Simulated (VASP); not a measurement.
Wanted: the native input for a VASP 6.6.1 run.

| Item | Value |
| --- | --- |
| Task | single point |
| Functional | r2SCAN |
| Potentials or basis | VASP PAW PBE potentials, release 64 (Hf_pv, O) |
| Cutoff | 520 eV |
| k mesh | 8 × 8 × 8 |
| Occupations | gaussian, width 0.02 eV |
| Spin | no spin polarisation |
| Dipole correction | no |
| Further INCAR settings | ALGO = Normal; EDIFF = 1e-07; NBANDS = 18 |

HfO2:

```
Hf O
1.0
     0.00000    2.48054    2.48054
     2.48054    0.00000    2.48054
     2.48054    2.48054    0.00000
Hf O
1 2
Direct
  0.00000 0.00000 0.00000
  0.25000 0.25000 0.25000
  0.75000 0.75000 0.75000
```

This cell differs from its parent crystal: functional r2SCAN, strained.

One way to write it, as run:

POSCAR

```
HfO2
1.0
    0.0000000000      2.4805448250      2.4805448250
    2.4805448250      0.0000000000      2.4805448250
    2.4805448250      2.4805448250      0.0000000000
Hf O
1 2
Direct
    0.0000000000      0.0000000000      0.0000000000
    0.2500000000      0.2500000000      0.2500000000
    0.7500000000      0.7500000000      0.7500000000
```

INCAR.step1

```
SYSTEM = HfO2
PREC = Accurate ; ENCUT = 520
ISMEAR = 0 ; SIGMA = 0.02
LREAL = .FALSE. ; LASPH = .TRUE.
NELM = 100 ; NBANDS = 18
GGA = PE ; ALGO = Normal
EDIFF = 1E-4 ; LWAVE = .TRUE.
LCHARG = .FALSE.
```

INCAR.step2

```
SYSTEM = HfO2
PREC = Accurate ; ENCUT = 520
EDIFF = 1E-7 ; ISMEAR = 0
SIGMA = 0.02 ; LREAL = .FALSE.
LASPH = .TRUE. ; NELM = 100
ALGO = Normal ; ISIF = 2
LWAVE = .FALSE. ; LCHARG = .FALSE.
METAGGA = R2SCAN ; LMIXTAU = .TRUE.
NBANDS = 18 ; ISTART = 1
```

KPOINTS

```
Automatic mesh
0
G
  8 8 8
  0 0 0
```

Potentials or basis: VASP PAW PBE potentials, release 64 (Hf_pv, O).

The run is started by

```bash
$ cat potpaw_PBE.64/Hf_pv/POTCAR potpaw_PBE.64/O/POTCAR > POTCAR
$ cp INCAR.step1 INCAR
$ mpirun -np 1 vasp_std > vasp.out
$ cp INCAR.step2 INCAR
$ mpirun -np 1 vasp_std > vasp.out
```

It gave:

The pressure is 13.3 GPa and the band gap on the k mesh is 4.49 eV, direct.

Caveat: the cell differs from its parent crystal (functional r2SCAN, strained); the PAW data sets were made with another functional, which shifts forces and pressure a little; spin-orbit coupling is left out, which moves the levels of the heavy elements.

Run time: 100 s on 1 thread of AMD EPYC 7R43 64-Core Processor (Zen 3) (shared host), peak memory 0.13 GiB.
